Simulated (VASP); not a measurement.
Here is a VASP 6.6.1 calculation.

File INCAR:

```
PREC     = Accurate       # precision mode
ENCUT    = 520            # plane-wave cutoff, eV
EDIFF    = 1E-6           # SCF threshold, eV
ISMEAR   = -1             # smearing method
SIGMA    = 0.05           # smearing width, eV
LREAL    = F              # projectors in reciprocal space
LASPH    = T              # aspherical terms in the spheres
NELM     = 80             # most SCF steps
ALGO     = Normal         # electronic algorithm
ISIF     = 2              # what is computed and relaxed
LWAVE    = F              # write WAVECAR
LCHARG   = T              # write CHGCAR
GGA      = PE             # functional
LELF     = T              # ELF
LVHAR    = T            
NBANDS   = 11             # bands
```

File KPOINTS:

```
regular mesh
0
Gamma
  10 10 10
```

The input POSCAR:

```
Si
1.0
    0.0000000000      2.7154800000      2.7154800000
    2.7154800000      0.0000000000      2.7154800000
    2.7154800000      2.7154800000      0.0000000000
Si
2
Direct
    0.5000000000      0.5000000000      0.5000000000
    0.7500000000      0.7500000000      0.7500000000
```

Potentials or basis: VASP PAW PBE potentials, release 64 (Si).

Command:

```bash
$ cat potpaw_PBE.64/Si/POTCAR > POTCAR
$ mpirun -np 1 vasp_std > vasp.out
```

(1) Predict the band gap on the k mesh.

(2) What does it give for the pressure?

## Answers

(1) 0.58 eV, indirect (least direct gap 2.57 eV).

(2) 1.9 GPa.
